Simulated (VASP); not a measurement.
A run of VASP 6.6.1 is set up as follows.

Contents of INCAR:

```
ALGO     = Normal         # electronic algorithm
EDIFF    = 1E-6           # SCF threshold, eV
ENCUT    = 500            # plane-wave cutoff, eV
GGA      = CA             # functional
GGA_COMPAT= F            
ISIF     = 2              # what is computed and relaxed
ISMEAR   = 1              # smearing method
LASPH    = T              # aspherical terms in the spheres
LCHARG   = T              # write CHGCAR
LELF     = T              # ELF
LREAL    = F              # projectors in reciprocal space
LVHAR    = T            
LWAVE    = F              # write WAVECAR
NBANDS   = 32             # bands
NELM     = 120            # most SCF steps
PREC     = Accurate       # precision mode
SIGMA    = 0.05           # smearing width, eV
```

The input KPOINTS:

```
k-points
0
Gamma
  6 6 2
```

POSCAR

```
Cd3Au
1.0
    1.5349650000     -2.8270780000      0.0000000000
    1.5349650000      2.8270780000      0.0000000000
    0.0000000000      0.0000000000      9.9605070000
Cd Au
3 1
Direct
    0.5000000000      0.5000000000      0.7592150000
    0.5000000000      0.5000000000      0.2407850000
    0.0000000000      0.0000000000      0.5000000000
    0.0000000000      0.0000000000      0.0000000000
```

Potentials or basis: VASP PAW LDA potentials, release 64 (Cd, Au).

The run is started by

```bash
$ cat potpaw_LDA.64/Cd/POTCAR potpaw_LDA.64/Au/POTCAR > POTCAR
$ mpirun -np 1 vasp_std > vasp.out
```

(1) Estimate the band gap on the k mesh.

(2) Estimate the largest force.

(3) Estimate the pressure.

Answers

(1) zero (an odd number of electrons rules out a gap without spin polarisation).

(2) 0.290 eV/Å.

(3) -7.5 GPa.

Caveat: the k points lie up to 0.39 Å⁻¹ apart, too coarse for converged energies and pressures of a metal; spin-orbit coupling is left out, which moves the levels of the heavy elements.
